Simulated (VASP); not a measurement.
A run of VASP 6.6.1 is set up as follows.

File INCAR:

```
PREC     = Accurate       # precision mode
ENCUT    = 600            # plane-wave cutoff, eV
EDIFF    = 1E-6           # SCF threshold, eV
ISMEAR   = 0              # smearing method
SIGMA    = 0.1            # smearing width, eV
LREAL    = False          # projectors in reciprocal space
LASPH    = True           # aspherical terms in the spheres
NELM     = 120            # most SCF steps
ALGO     = Normal         # electronic algorithm
ISIF     = 2              # what is computed and relaxed
LWAVE    = False          # write WAVECAR
LCHARG   = False          # write CHGCAR
GGA      = PE             # functional
NBANDS   = 26             # bands
GGA_COMPAT= False
```

Contents of KPOINTS:

```
Automatic mesh
0
Gamma
  6 6 6
```

Contents of POSCAR:

```
ZrO4
1.0
   -1.8230479500      1.8230479500      3.4729596600
    1.8230479500     -1.8230479500      3.4729596600
    1.8230479500      1.8230479500     -3.4729596600
Zr O
1 4
Direct
    0.0000000000      0.0000000000      0.0000000000
    0.7556089200      0.7556089200      0.0000000000
    0.5000000000      0.0000000000      0.5000000000
    0.0000000000      0.5000000000      0.5000000000
    0.2443910800      0.2443910800      0.0000000000
```

Potentials or basis: VASP PAW PBE potentials, release 64 (Zr_sv, O).

Command:

```sh
$ cat potpaw_PBE.64/Zr_sv/POTCAR potpaw_PBE.64/O/POTCAR > POTCAR
$ mpirun -np 1 vasp_std > vasp.out
```

**Question.** Predict the band gap on the k mesh.

**Answer.** Zero (bands 18 and 19 overlap by 1.00 eV).

**Question.** Predict the pressure.

**Answer.** 106.7 GPa.

Forces on the atoms (eV/Å):
```
Zr   0.000  0.000  0.000
O    0.000  0.000 -7.731
O    0.000  0.000  0.000
O    0.000  0.000  0.000
O    0.000  0.000  7.731
```

Caveat: the cell stands under pressure; forces of over 1 eV/Å act on the atoms, so gaps and moduli don't describe the material at rest.
